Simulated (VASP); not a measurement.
# TiTe2 (P-3m1) in VASP: notebook

TiTe2 is run at these levels: PBE+D3(BJ); tasks: single point, relaxation of cell and atoms.

All numbers are computed with VASP 6.6.1; they aren't measurements. Logs are shortened: lines on timing, memory, paths and dates and some standing lists are left out, and cuts for length are marked.

### 1 The cell of the first run

It takes space group P-3m1 (No. 164, trigonal). The conventional cell has a = 3.592 Å, b = 3.592 Å, c = 6.177 Å, α = 90.00°, β = 90.00°, γ = 120.00°. Ti (site symmetry -3m) has 6 Te at 2.71 Å and 6 Ti at 3.59 Å within 3.6 Å. Te (site symmetry 3m) has 3 Ti at 2.71 Å and 9 Te at 3.40 to 3.59 Å within 3.6 Å.

### 2 Single point, PBE+D3(BJ)

The input, INCAR:

```
ALGO     = Normal         # electronic algorithm
EDIFF    = 1E-6           # SCF threshold, eV
ENCUT    = 520            # plane-wave cutoff, eV
GGA      = PE             # functional
ISIF     = 2              # what is computed and relaxed
ISMEAR   = -1             # smearing method
IVDW     = 12             # dispersion correction
LASPH    = T              # aspherical terms in the spheres
LCHARG   = F              # write CHGCAR
LREAL    = F              # projectors in reciprocal space
LWAVE    = F              # write WAVECAR
NBANDS   = 19             # bands
NELM     = 80             # most SCF steps
PREC     = Accurate       # precision mode
SIGMA    = 0.15           # smearing width, eV
```

The input, KPOINTS:

```
k-points
0
Gamma
  15 15 8
```

The input, POSCAR:

```
TiTe2
1.0
    3.5923256654      0.0000000000      0.0000000000
   -1.7961628327      3.1110452849      0.0000000000
    0.0000000000      0.0000000000      6.1770749757
Ti Te
1 2
Direct
    0.0000000000      0.0000000000      0.0000000000
    0.6666666667      0.3333333333      0.2817616962
    0.3333333333      0.6666666667      0.7182383038
```

Potentials or basis: VASP PAW PBE potentials, release 64 (Ti_sv, Te).

Started as:

```sh
$ cat potpaw_PBE.64/Ti_sv/POTCAR potpaw_PBE.64/Te/POTCAR > POTCAR
$ mpirun -np 1 vasp_std > vasp.out
```

OUTCAR:

```text
EDIFF = 1E-6
   ENCUT = 520
   GGA = PE
   ISIF = 2
   ISMEAR = -1
   IVDW = 12
   LASPH = T
   LREAL = F
   NELM = 80
   PREC = Accurate
 IVDW          = 12

 ion  position               nearest neighbor table
   1  0.000  0.000  0.000-   2 2.71   3 2.71   3 2.71   2 2.71   2 2.71   3 2.71
   2  0.667  0.333  0.282-   1 2.71   1 2.71   1 2.71   3 3.40   3 3.40   3 3.40
   3  0.333  0.667  0.718-   1 2.71   1 2.71   1 2.71   2 3.40   2 3.40   2 3.40

  LATTYP: Found a hexagonal cell.
 ALAT       =     3.5923256654
 C/A-ratio  =     1.7195197627

  Lattice vectors:

 A1 = (   3.5923256654,   0.0000000000,   0.0000000000)
 A2 = (  -1.7961628327,   3.1110452849,   0.0000000000)
 A3 = (   0.0000000000,   0.0000000000,   6.1770749757)

Analysis of symmetry for initial positions (statically):
=====================================================================
 Subroutine PRICEL returns:
 Original cell was already a primitive cell.

 Routine SETGRP: Setting up the symmetry group for a
 hexagonal supercell.

 Subroutine GETGRP returns: Found 12 space group operations
 (whereof 12 operations were pure point group operations)
 out of a pool of 24 trial point group operations.

The static configuration has the point symmetry D_3d.

Analysis of symmetry for dynamics (positions and initial velocities):
=====================================================================
 Subroutine PRICEL returns:
 Original cell was already a primitive cell.

 Routine SETGRP: Setting up the symmetry group for a
 hexagonal supercell.

 Subroutine GETGRP returns: Found 12 space group operations
 (whereof 12 operations were pure point group operations)
 out of a pool of 24 trial point group operations.

The dynamic configuration has the point symmetry D_3d.

 Subroutine INISYM returns: Found 12 space group operations
 (whereof 12 operations are pure point group operations),
 and found     1 'primitive' translations

----------------------------------------------------------------------------------------

                                     Primitive cell

  volume of cell :      69.0343

  direct lattice vectors                    reciprocal lattice vectors
     3.592325665  0.000000000  0.000000000     0.278371198  0.160717686  0.000000000
    -1.796162833  3.111045285  0.000000000     0.000000000  0.321435372  0.000000000
     0.000000000  0.000000000  6.177074976     0.000000000  0.000000000  0.161888921

  length of vectors
     3.592325665  3.592325665  6.177074976     0.321435372  0.321435372  0.161888921

  position of ions in fractional coordinates (direct lattice)
     0.000000000  0.000000000  0.000000000
     0.666666667  0.333333333  0.281761696
     0.333333333  0.666666667  0.718238304

  ion indices of the primitive-cell ions
   primitive index   ion index
                 1           1
                 2           2
                 3           3

----------------------------------------------------------------------------------------

 KPOINTS: k-points

Automatic generation of k-mesh.
 Grid dimensions read from file:
 generate k-points for:   15   15    8

 Generating k-lattice:

  Cartesian coordinates                     Fractional coordinates (reciprocal lattice)
     0.018558080  0.010714512  0.000000000     0.066666667  0.000000000  0.000000000
     0.000000000  0.021429025  0.000000000     0.000000000  0.066666667  0.000000000
     0.000000000  0.000000000  0.020236115     0.000000000  0.000000000  0.125000000

  Length of vectors
     0.021429025  0.021429025  0.020236115

  Shift w.r.t. Gamma in fractional coordinates (k-lattice)
     0.000000000  0.000000000  0.000000000

 Subroutine IBZKPT returns following result:
 ===========================================

 Found    192 irreducible k-points:

 Following reciprocal coordinates:
            Coordinates               Weight
  0.000000  0.000000  0.000000      1.000000
  0.066667  0.000000  0.000000      6.000000
  0.133333  0.000000  0.000000      6.000000
  0.200000  0.000000  0.000000      6.000000
  0.266667  0.000000  0.000000      6.000000
  0.333333  0.000000  0.000000      6.000000
[... 16 lines left out ...]
  0.333333  0.200000  0.000000     12.000000
  0.400000  0.200000  0.000000      6.000000
 [... further k-points ...]
   k-points           NKPTS =    192   k-points in BZ     NKDIM =    192   number of bands    NBANDS=     19
   number of dos      NEDOS =    301   number of ions     NIONS =      3
   total plane-waves  NPLWV =  37632
   dimension x,y,z NGX =    28 NGY =   28 NGZ =   48
   dimension x,y,z NGXF=    56 NGYF=   56 NGZF=   96
   ions per type =               1   2
   NGX,Y,Z   is equivalent  to a cutoff of  12.96, 12.96, 12.92 a.u.
   NGXF,Y,Z  is equivalent  to a cutoff of  25.92, 25.92, 25.84 a.u.
 SYSTEM =  unknown system
   PREC   = accura    normal or accurate (medium, high low for compatibility)
   ISTART =      0    job   : 0-new  1-cont  2-samecut
   ICHARG =      2    charge: 1-file 2-atom 10-const
   ISPIN  =      1    spin polarized calculation?
   LNONCOLLINEAR =      F non collinear calculations
   LSORBIT =      F    spin-orbit coupling
   LASPH  =      T    aspherical Exc in radial PAW
   ENCUT  =  520.0 eV  38.22 Ry    6.18 a.u.   6.68  6.68 11.49*2*pi/ulx,y,z
   NELM   =     80;   NELMIN=  2; NELMDL= -5     # of ELM steps
   EDIFF  = 0.1E-05   stopping-criterion for ELM
   LREAL  =      F    real-space projection
   EDIFFG = 0.1E-04   stopping-criterion for IOM
   NSW    =      0    number of steps for IOM
   IBRION =     -1    ionic relax: 0-MD 1-quasi-New 2-CG
   NFREE  =      0    steps in history (QN), initial steepest desc. (CG)
   ISIF   =      2    stress and relaxation
   ISYM   =      2    0-nonsym 1-usesym 2-fastsym
   POTIM  = 0.5000    time-step for ionic-motion
   TEBEG  =    0.0;   TEEND  =   0.0 temperature during run
   PSTRESS=    0.0 pullay stress
   NELECT =      24.0000    total number of electrons
   NUPDOWN=      -1.0000    fix difference up-down
   EMIN   =  10.00;   EMAX   =-10.00  energy-range for DOS
   EFERMI =   0.00;   METHOD = LEGACY
   ISMEAR =    -1;   SIGMA  =   0.15  broadening in eV -4-tet -1-fermi 0-gaus
   EFERMI_NEDOS =   21; number of points for ismear=-14 and -15
   IALGO  =     38    algorithm
   IMIX   =      4    mixing-type and parameters
     AMIX     =   0.40;   BMIX     =  1.00
     AMIX_MAG =   1.60;   BMIX_MAG =  1.00
  volume/ion in A,a.u.               =      23.01       155.29
  Fermi-wavevector in a.u.,A,eV,Ry     =   1.151128  2.175316 18.029020  1.325096
  Thomas-Fermi vector in A             =   2.287788
   LORBIT       =      0    0 simple, 1 ext, 2 COOP (PROOUT), +10 PAW based schemes
   GGA     = PE    functional components
   LHFCALC =     F    Hartree Fock is set to
   AEXX    =    0.0000 exact exchange contribution
   IVDW    =    12    specifies the selected vdW correction
   LEPSILON=     F    determine dielectric tensor
   LRPA    =     F    only Hartree local field effects (RPA)
 non-spin polarized calculation
  energy-cutoff  :      520.00
  volume of cell :       69.03
 maximum number of plane-waves:      1883
 NGX is ok and might be reduce to    28
   NGX = 13   NGY = 13   NGZ = 23

 number of electron      23.9999998 magnetization

 Free energy of the ion-electron system (eV)
  ---------------------------------------------------
  ext. energy  EPLUGINS =         0.00000000
  ---------------------------------------------------
  free energy    TOTEN  =       -15.95954874 eV

  energy without entropy =      -15.85110027  energy(sigma->0) =      -15.90532450

 E-fermi :   8.8117     XC(G=0): -10.6262

 val. band max:        8.7962720832   @ k =   0.4000   0.0667   0.3750
 cond. band min:       8.8191091270   @ k =   0.0667   0.0000   0.5000
 fundamental gap:      0.0228370438
 Fermi energy:         8.8117094420

 k-point     1 :       0.0000    0.0000    0.0000
  band No.  band energies     occupation
      1     -48.3367      2.00000
      2     -24.6119      2.00000
      3     -24.6119      2.00000
      4     -24.6012      2.00000
      5      -4.5942      2.00000
      6      -2.4556      2.00000
[... 11 lines left out ...]
     18      14.1985      0.00000
     19      15.8455      0.00000

 k-point     2 :       0.0667    0.0000    0.0000
  band No.  band energies     occupation
      1     -48.3364      2.00000
      2     -24.6151      2.00000
      3     -24.6126      2.00000
      4     -24.6005      2.00000
      5      -4.5337      2.00000
      6      -2.4220      2.00000
[... 11 lines left out ...]
     18      14.6353      0.00000
     19      16.1153      0.00000

 k-point     3 :       0.1333    0.0000    0.0000
  band No.  band energies     occupation
      1     -48.3357      2.00000
      2     -24.6244      2.00000
      3     -24.6147      2.00000
      4     -24.5982      2.00000
      5      -4.3544      2.00000
      6      -2.3251      2.00000
[... 11 lines left out ...]
     18      15.1295      0.00000
     19      16.5035      0.00000

 k-point     4 :       0.2000    0.0000    0.0000
  band No.  band energies     occupation
      1     -48.3345      2.00000
      2     -24.6381      2.00000
      3     -24.6178      2.00000
      4     -24.5949      2.00000
      5      -4.0638      2.00000
      6      -2.1774      2.00000
[... 407 lines left out ...]
     18      13.5536      0.00000
     19      16.5156      0.00000

 k-point    23 :       0.3333    0.2000    0.0000
  band No.  band energies     occupation
      1     -48.3301      2.00000
      2     -24.6765      2.00000
      3     -24.6437      2.00000
      4     -24.5821      2.00000
      5      -2.2810      2.00000
      6      -1.6976      2.00000
[... 11 lines left out ...]
     18      13.2009      0.00000
     19      16.5008      0.00000

 k-point    24 :       0.4000    0.2000    0.0000
  band No.  band energies     occupation
      1     -48.3299      2.00000
      2     -24.6780      2.00000
      3     -24.6455      2.00000
      4     -24.5815      2.00000
      5      -2.0611      2.00000
      6      -1.7624      2.00000
[... 11 lines left out ...]
     18      13.0979      0.00000
     19      16.5020      0.00000

 [... further k-points ...]

------------------------ aborting loop because EDIFF is reached ----------------------------------------

 Edisp (eV)   -1.71668

 E8    (eV) :    -0.7940

  FORCE on cell =-STRESS in cart. coord.  units (eV):
  Direction    XX          YY          ZZ          XY          YZ          ZX
  --------------------------------------------------------------------------------------
  -------------------------------------------------------------------------------------
  Total       2.13760     2.13760     2.13946     0.00000    -0.00000     0.00000
  in kB      49.61033    49.61033    49.65353     0.00000    -0.00000     0.00000
  external pressure =       49.62 kB  Pullay stress =        0.00 kB

 VOLUME and BASIS-vectors are now :
 -----------------------------------------------------------------------------
  energy-cutoff  :      520.00
  volume of cell :       69.03
      direct lattice vectors                 reciprocal lattice vectors
     3.592325665  0.000000000  0.000000000     0.278371198  0.160717686  0.000000000
    -1.796162833  3.111045285  0.000000000     0.000000000  0.321435372  0.000000000
     0.000000000  0.000000000  6.177074976     0.000000000  0.000000000  0.161888921

 POSITION                                       TOTAL-FORCE (eV/Angst)
 -----------------------------------------------------------------------------------
      0.00000      0.00000      0.00000         0.000000      0.000000      0.000000
      1.79616      1.03702      1.74046        -0.000000     -0.000000      0.010283
     -0.00000      2.07403      4.43661         0.000000      0.000000     -0.010283
 -----------------------------------------------------------------------------------
    total drift:                                0.000000      0.000000     -0.000000

  FREE ENERGIE OF THE ION-ELECTRON SYSTEM (eV)
  ---------------------------------------------------
  free  energy   TOTEN  =       -17.6762264687 eV

  energy  without entropy=      -17.5677779904  energy(sigma->0) =      -17.62200223
```

Wall time 2.8 min (1 thread of Intel Xeon Platinum 8488C (Sapphire Rapids), shared host); peak memory 0.38 GiB.

Results:

```yaml
Free_energy: -17.6762 eV
Pressure: 5.0 GPa
Largest_force: 0.010 eV/Å
Band_gap_on_the_k_mesh: zero (bands 12 and 13 overlap by 0.90 eV)
Dispersion_energy_per_atom: -0.572 eV
```

Forces on the atoms (eV/Å):
```
Ti   0.000  0.000  0.000
Te   0.000  0.000  0.010
Te   0.000  0.000 -0.010
```

Caveat: the cell stands under pressure; spin-orbit coupling is left out, which moves the levels of the heavy elements.

[end of part 1 of 2]
